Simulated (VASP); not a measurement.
# Rh (Fm-3m) in VASP: a series of runs

The runs below take Rh through single point, with PBEsol+D3(BJ), PBE0.

Program: VASP 6.6.1. These are calculated values, not measurements. Logs are shortened: lines on timing, memory, paths and dates and some standing lists are left out, and cuts for length are marked.

## (1) The cell of the first run

The structure is cubic, space group Fm-3m (No. 225). Conventional cell: a = 3.796 Å, b = 3.796 Å, c = 3.796 Å, α = 90.00°, β = 90.00°, γ = 90.00°. Rh (site symmetry m-3m) has 12 Rh at 2.68 Å within 3.5 Å.

## (2) Single point, PBEsol+D3(BJ), collinear spin, ferromagnetic start

INCAR

```
SYSTEM = Rh
ALGO = Normal ; EDIFF = 1E-6
ENCUT = 520 ; GGA = PS
ISIF = 2 ; ISMEAR = -1
ISPIN = 2 ; IVDW = 12
LASPH = .True. ; LCHARG = .False.
LMAXMIX = 4 ; LORBIT = 11
LREAL = .False. ; LWAVE = .False.
MAGMOM = 0.6 ; NBANDS = 18
NELM = 150 ; PREC = Accurate
SIGMA = 0.1
```

KPOINTS

```
k-points
0
Gamma
  12 12 12
  0 0 0
```

POSCAR

```
Rh
1.0
    2.6839652093      0.0000000000      0.0000000000
    1.3419826047      2.3243820541      0.0000000000
    1.3419826047      0.7747940180      2.1914484167
Rh
1
Direct
    0.0000000000      0.0000000000      0.0000000000
```

Potentials or basis: VASP PAW PBE potentials, release 64 (Rh_pv).

Run with:

```
> cat potpaw_PBE.64/Rh_pv/POTCAR > POTCAR
> mpirun -np 1 vasp_std > vasp.out
```

OUTCAR:

```text
SYSTEM = Rh
   EDIFF = 1E-6
   ENCUT = 520
   GGA = PS
   ISIF = 2
   ISMEAR = -1
   ISPIN = 2
   IVDW = 12
   LASPH = .True.
   LORBIT = 11
   LREAL = .False.
   NELM = 150
   PREC = Accurate
 IVDW          = 12

 ion  position               nearest neighbor table
   1  0.000  0.000  0.000-

  LATTYP: Found a face centered cubic cell.
 ALAT       =     3.7956999999

  Lattice vectors:

 A1 = (   2.6839652093,   0.0000000000,   0.0000000000)
 A2 = (   1.3419826047,   2.3243820541,   0.0000000000)
 A3 = (   1.3419826047,   0.7747940180,   2.1914484167)

Analysis of symmetry for initial positions (statically):
=====================================================================
 Subroutine PRICEL returns:
 Original cell was already a primitive cell.

 Routine SETGRP: Setting up the symmetry group for a
 face centered cubic supercell.

 Subroutine GETGRP returns: Found 48 space group operations
 (whereof 48 operations were pure point group operations)
 out of a pool of 48 trial point group operations.

The static configuration has the point symmetry O_h .

Analysis of symmetry for dynamics (positions and initial velocities):
=====================================================================
 Subroutine PRICEL returns:
 Original cell was already a primitive cell.

 Routine SETGRP: Setting up the symmetry group for a
 face centered cubic supercell.

 Subroutine GETGRP returns: Found 48 space group operations
 (whereof 48 operations were pure point group operations)
 out of a pool of 48 trial point group operations.

The dynamic configuration has the point symmetry O_h .

Analysis of structural, dynamic, and magnetic symmetry:
=====================================================================
 Subroutine PRICEL returns:
 Original cell was already a primitive cell.

 Routine SETGRP: Setting up the symmetry group for a
 face centered cubic supercell.

 Subroutine GETGRP returns: Found 48 space group operations
 (whereof 48 operations were pure point group operations)
 out of a pool of 48 trial point group operations.

The overall configuration has the point symmetry O_h .

 Subroutine INISYM returns: Found 48 space group operations
 (whereof 48 operations are pure point group operations),
 and found     1 'primitive' translations

----------------------------------------------------------------------------------------
[... 101 lines left out ...]
   PSTRESS=    0.0 pullay stress
   NELECT =      15.0000    total number of electrons
   NUPDOWN=      -1.0000    fix difference up-down
   EMIN   =  10.00;   EMAX   =-10.00  energy-range for DOS
   EFERMI =   0.00;   METHOD = LEGACY
   ISMEAR =    -1;   SIGMA  =   0.10  broadening in eV -4-tet -1-fermi 0-gaus
   EFERMI_NEDOS =   21; number of points for ismear=-14 and -15
   IALGO  =     38    algorithm
   IMIX   =      4    mixing-type and parameters
     AMIX     =   0.40;   BMIX     =  1.00
     AMIX_MAG =   1.60;   BMIX_MAG =  1.00
  volume/ion in A,a.u.               =      13.67        92.26
  Fermi-wavevector in a.u.,A,eV,Ry     =   1.688496  3.190795 38.790465  2.851019
  Thomas-Fermi vector in A             =   2.770792
   LORBIT       =     11    0 simple, 1 ext, 2 COOP (PROOUT), +10 PAW based schemes
   GGA     = PS    functional components
   LHFCALC =     F    Hartree Fock is set to
   AEXX    =    0.0000 exact exchange contribution
   IVDW    =    12    specifies the selected vdW correction
   LEPSILON=     F    determine dielectric tensor
   LRPA    =     F    only Hartree local field effects (RPA)
 spin polarized calculation
  energy-cutoff  :      520.00
  volume of cell :       13.67
 maximum number of plane-waves:       380
   NGX =  9   NGY =  9   NGZ =  9

 number of electron      15.0000007 magnetization      -0.0005392

 number of electron      15.0000007 magnetization       0.0003759

 Free energy of the ion-electron system (eV)
  ---------------------------------------------------
  ext. energy  EPLUGINS =         0.00000000
  ---------------------------------------------------
  free energy    TOTEN  =        -8.15793036 eV

  energy without entropy =       -8.11842554  energy(sigma->0) =       -8.13817795

 E-fermi :  11.8375     XC(G=0): -14.2564

 val. band max:       11.7876049478   @ k =  -0.3333   0.3333  -0.0000
 cond. band min:      11.9112148084   @ k =   0.3333   0.1667   0.0000
 fundamental gap:      0.1236098606
 Fermi energy:        11.8374764950

 spin component 1

 k-point     1 :       0.0000    0.0000    0.0000
  band No.  band energies     occupation
      1     -34.4990      1.00000
      2     -34.4990      1.00000
      3     -34.4990      1.00000
      4       3.7622      1.00000
      5       8.7287      1.00000
      6       8.7287      1.00000
[... 493 lines left out ...]
     17      46.6879      0.00000
     18      49.4716      0.00000

 [... further k-points ...]

 spin component 2

 k-point     1 :       0.0000    0.0000    0.0000
  band No.  band energies     occupation
      1     -34.4992      1.00000
      2     -34.4992      1.00000
      3     -34.4992      1.00000
      4       3.7624      1.00000
      5       8.7290      1.00000
      6       8.7290      1.00000
[... 493 lines left out ...]
     17      46.6881      0.00000
     18      49.4720      0.00000

 [... further k-points ...]

------------------------ aborting loop because EDIFF is reached ----------------------------------------

 Edisp (eV)   -0.61166

 E8    (eV) :    -0.4120

  FORCE on cell =-STRESS in cart. coord.  units (eV):
  Direction    XX          YY          ZZ          XY          YZ          ZX
  --------------------------------------------------------------------------------------
  -------------------------------------------------------------------------------------
  Total      -0.91555    -0.91555    -0.91555    -0.00000     0.00000    -0.00000
  in kB    -107.29486  -107.29486  -107.29486    -0.00000     0.00000    -0.00000
  external pressure =     -107.29 kB  Pullay stress =        0.00 kB

 VOLUME and BASIS-vectors are now :
 -----------------------------------------------------------------------------
  energy-cutoff  :      520.00
  volume of cell :       13.67
      direct lattice vectors                 reciprocal lattice vectors
     2.683965209  0.000000000  0.000000000     0.372583071 -0.215110936 -0.152106402
     1.341982605  2.324382054  0.000000000     0.000000000  0.430221873 -0.152106402
     1.341982605  0.774794018  2.191448417     0.000000000  0.000000000  0.456319205

 POSITION                                       TOTAL-FORCE (eV/Angst)
 -----------------------------------------------------------------------------------
      0.00000      0.00000      0.00000        -0.000000     -0.000000      0.000000
 -----------------------------------------------------------------------------------
    total drift:                                0.000000      0.000000      0.000000

  FREE ENERGIE OF THE ION-ELECTRON SYSTEM (eV)
  ---------------------------------------------------
  free  energy   TOTEN  =        -8.7695912876 eV

  energy  without entropy=       -8.7300864666  energy(sigma->0) =       -8.74983888

 total charge

# of ion       s       p       d       tot
------------------------------------------
    1        0.413   6.310   7.059  13.782

 magnetization (x)

# of ion       s       p       d       tot
------------------------------------------
    1       -0.000   0.000   0.000   0.000
```

OSZICAR:

```text
N       E                     dE             d eps       ncg     rms          rms(c)
DAV:   1     0.130889968397E+03    0.13089E+03   -0.78971E+03  5232   0.892E+02
DAV:   2    -0.621846743992E+01   -0.13711E+03   -0.12977E+03  5656   0.296E+02
DAV:   3    -0.874993246232E+01   -0.25315E+01   -0.25181E+01  5840   0.424E+01
DAV:   4    -0.875793524491E+01   -0.80028E-02   -0.80018E-02  5702   0.242E+00
DAV:   5    -0.875797850822E+01   -0.43263E-04   -0.43262E-04  5588   0.159E-01    0.114E+01
DAV:   6    -0.818425884225E+01    0.57372E+00   -0.59244E-01  5386   0.109E+01    0.350E+00
DAV:   7    -0.816266390448E+01    0.21595E-01   -0.16869E-02  5676   0.154E+00    0.165E+00
DAV:   8    -0.815751521787E+01    0.51487E-02   -0.31963E-03  5504   0.569E-01    0.734E-01
DAV:   9    -0.815793272192E+01   -0.41750E-03   -0.42359E-04  5634   0.212E-01    0.901E-02
DAV:  10    -0.815793135658E+01    0.13653E-05   -0.32870E-05  5482   0.538E-02    0.138E-02
DAV:  11    -0.815793036063E+01    0.99594E-06   -0.25009E-06  4992   0.147E-02
   1 F= -.87695913E+01 E0= -.87498389E+01  d E =-.395048E-01  mag=     0.0003
```

stdout:

```text
POSCAR found type information on POSCAR Rh
 POSCAR found :  1 types and       1 ions
 scaLAPACK will be used
 -----------------------------------------------------------------------------
|                                                                             |
|                                                                             |
|     You enforced a specific xc type in the INCAR file but a different       |
|     I HOPE YOU KNOW WHAT YOU ARE DOING!                                     |
|                                                                             |
 -----------------------------------------------------------------------------

 LDA part: xc-table for (Slater+PW92), standard interpolation
 POSCAR, INCAR and KPOINTS ok, starting setup
 FFT: planning ... GRIDC
 FFT: planning ... GRID_SOFT
 FFT: planning ... GRID
 WAVECAR not read
 entering main loop
```

Wall time 20 s (1 thread of Intel Xeon Platinum 8259CL at 2.50GHz (Skylake/Cascade Lake), shared host); peak memory 0.16 GiB.

Results:

```yaml
Free_energy: -8.7696 eV
Pressure: -10.7 GPa
Net_moment: 0.00 μB per cell
Valence_electrons_inside_the_program's_atomic_spheres: Rh 13.78
Dispersion_energy_per_atom: -0.612 eV
```

Levels at points of the mesh, in eV from the Fermi level:
Spin up:
| k point | band 3 | band 4 | band 5 | band 6 | band 7 | band 8 | band 9 | band 10 | band 11 | band 12 |
| --- | --- | --- | --- | --- | --- | --- | --- | --- | --- | --- |
| (0.00, 0.00, 0.00) | -46.34 | -8.08 | -3.11 | -3.11 | -3.11 | -0.98 | -0.98 | 15.95 | 20.34 | 21.43 |
| (0.50, 0.00, 0.00) | -46.44 | -6.20 | -3.18 | -3.18 | 0.60 | 0.60 | 0.67 | 8.66 | 15.46 | 20.34 |
| (0.50, 0.50, 0.00) | -46.61 | -6.38 | -6.01 | 0.57 | 1.01 | 1.01 | 3.21 | 12.31 | 13.28 | 13.28 |
Spin down:
| k point | band 4 | band 5 | band 6 | band 7 | band 8 | band 9 | band 10 | band 11 |
| --- | --- | --- | --- | --- | --- | --- | --- | --- |
| (0.00, 0.00, 0.00) | -8.08 | -3.11 | -3.11 | -3.11 | -0.98 | -0.98 | 15.95 | 20.34 |
| (0.50, 0.00, 0.00) | -6.20 | -3.18 | -3.18 | 0.60 | 0.60 | 0.67 | 8.66 | 15.46 |
| (0.50, 0.50, 0.00) | -6.38 | -6.01 | 0.58 | 1.01 | 1.01 | 3.21 | 12.31 | 13.28 |

Caveat: three body term missing; the cell stands under tension; the PAW data sets were made with another functional, which shifts forces and pressure a little.

## (3) Single point, PBE0

This run uses another cell than the first one, of 14.49 Å³/atom.

POSCAR

```
Rh
1.0
    0.0000000000      1.9350721950      1.9350721950
    1.9350721950      0.0000000000      1.9350721950
    1.9350721950      1.9350721950      0.0000000000
Rh
1
Direct
    0.0000000000      0.0000000000      0.0000000000
```

INCAR.step1

```
SYSTEM = Rh
PREC = Accurate
ENCUT = 520
EDIFF = 1E-5
ISMEAR = -1
SIGMA = 0.05
LREAL = .False.
LASPH = .True.
NELM = 80
ALGO = Normal
ISIF = 2
LWAVE = .True.
LCHARG = .False.
GGA = PE
NBANDS = 14
```

INCAR.step2

```
SYSTEM = Rh
PREC = Accurate
ENCUT = 520
EDIFF = 1E-6
ISMEAR = -1
SIGMA = 0.05
LREAL = .False.
LASPH = .True.
NELM = 80
ALGO = Normal
ISIF = 2
LWAVE = .False.
LCHARG = .False.
GGA = PE
LHFCALC = .True.
AEXX = 0.25
PRECFOCK = Normal
ISTART = 1
NBANDS = 14
```

KPOINTS

```
Automatic mesh
0
Gamma
  8 8 8
  0 0 0
```

Potentials or basis: VASP PAW PBE potentials, release 64 (Rh_pv).

Run with:

```
> cat potpaw_PBE.64/Rh_pv/POTCAR > POTCAR
> cp INCAR.step1 INCAR
> mpirun -np 1 vasp_std > vasp.out
> cp INCAR.step2 INCAR
> mpirun -np 1 vasp_std > vasp.out
```

Wall time 72 min (1 thread of Oxide Virtual Turin-like, shared host); peak memory 0.12 GiB.

It converged, with:

* Free energy: -9.2091 eV
* Pressure: -16.3 GPa
* Band gap on the k mesh: zero (an odd number of electrons rules out a gap without spin polarisation)

Levels at points of the mesh, in eV from the Fermi level:
```tsv
k point	band 3	band 4	band 5	band 6	band 7	band 8	band 9	band 10	band 11	band 12
(0.00, 0.00, 0.00)	-49.76	-8.76	-3.81	-3.81	-3.81	-2.07	-2.07	17.54	22.99	22.99
(0.50, 0.00, 0.00)	-49.87	-6.93	-4.11	-4.11	0.83	0.83	1.23	9.73	17.02	22.71
(0.50, 0.50, 0.00)	-50.04	-7.35	-6.79	-0.43	1.55	1.55	3.96	13.29	14.59	14.59
```

Caveat: the cell stands under tension; the PAW data sets were made with another functional, which shifts forces and pressure a little.

The gap in the log of VASP goes by the Fermi energy; the results here count the filled bands.